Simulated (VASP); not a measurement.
Ni:

```
CELL_PARAMETERS angstrom
0.00000 1.76690 1.76690
1.76690 0.00000 1.76690
1.76690 1.76690 0.00000
ATOMIC_POSITIONS crystal
Ni 0.00000 0.00000 0.00000
```

Base run:

```yaml
Program: VASP 6.6.1
Functional: r2SCAN
Potentials_or_basis: VASP PAW PBE potentials, release 64 (Ni)
Cutoff: 520 eV
k_mesh: 14 × 14 × 14
Occupations: fermi-dirac, width 0.1 eV
Spin: collinear spin, ferromagnetic start
Starting_moments: "[2.0] μB"
```

Its results: pressure -8.5 GPa; net moment 0.74 μB per cell; site moments Ni +0.77 μB.

**Question.** The run is repeated on the same cell with these changes: k mesh from 14 × 14 × 14 to 7 × 7 × 7; further incar settings from ALGO = Normal; EDIFF = 1e-06; NBANDS = 15 to ALGO = Normal; EDIFF = 1e-07; NBANDS = 15. What comes out?

**Answer.** Pressure -8.1 GPa; net moment 0.83 μB per cell; site moments Ni +0.86 μB.

Caveats: some runs use coarse meshes; the PAW data sets were made with another functional, which shifts forces and pressure a little.
